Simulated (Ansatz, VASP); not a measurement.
## InP in VASP and in Ansatz

The input INCAR:

```
SYSTEM = InP
PREC = Accurate
ENCUT = 520
EDIFF = 1E-6
ISMEAR = 0
SIGMA = 0.05
LREAL = .False.
LASPH = .True.
NELM = 60
ALGO = Normal
ISIF = 2
LWAVE = .False.
LCHARG = .False.
NBANDS = 16
```

The input KPOINTS:

```
Automatic mesh
0
Gamma
  12 12 12
  0 0 0
```

The input POSCAR:

```
InP
1.0
    0.0000000000      2.9134905978      2.9134905978
    2.9134905978      0.0000000000      2.9134905978
    2.9134905978      2.9134905978      0.0000000000
In P
1 1
Direct
    0.0000000000      0.0000000000      0.0000000000
    0.7500000000      0.7500000000      0.7500000000
```

Input for Ansatz:

```yaml
crystal:
  lattice:
    - [0.0, 2.9134905978, 2.9134905978]
    - [2.9134905978, 0.0, 2.9134905978]
    - [2.9134905978, 2.9134905978, 0.0]
  atoms:
    - { symbol: In, position: [0.0, 0.0, 0.0] }
    - { symbol: P, position: [0.75, 0.75, 0.75] }
basis:
  ecutwfc: 420
kpoints:
  mp_grid: { grid: [12, 12, 12] }
hamiltonian:
  xc: lda
  pseudopotentials: { kind: paw, azcp: { folder: soft_1 } }
scf:
  occupations: { method: gaussian, width: 0.05 }
output:
  forces: true
  stress: true
  eigenvalues: true
```

Alike in both runs: task single point; functional LDA; k mesh 12 × 12 × 12; occupations gaussian, width 0.05 eV; no spin polarisation.

|  | VASP | Ansatz |
| --- | --- | --- |
| version | VASP 6.6.1 | Ansatz 0.2.0 |
| potentials or method | VASP PAW LDA potentials, release 64 (In_d, P), cutoff 520 eV | scalar-relativistic, plane waves, PAW |
| valence electrons in the cell | 18 | 18 |

|  | VASP | Ansatz | Ansatz less VASP |
| --- | --- | --- | --- |
| gap on the k mesh at the Fermi level (eV) | 0.61 | 0.57 | -0.031 |
| least direct gap on the mesh (eV) | 0.61 | 0.57 | -0.031 |
| pressure (GPa) | 0.0 | 0.0 | -0.02 |

Ansatz warns that its potentials were made for another functional, while VASP's fit it. LDA's correlation is that of Perdew and Zunger in VASP and of Perdew and Wang (1992) in Ansatz.
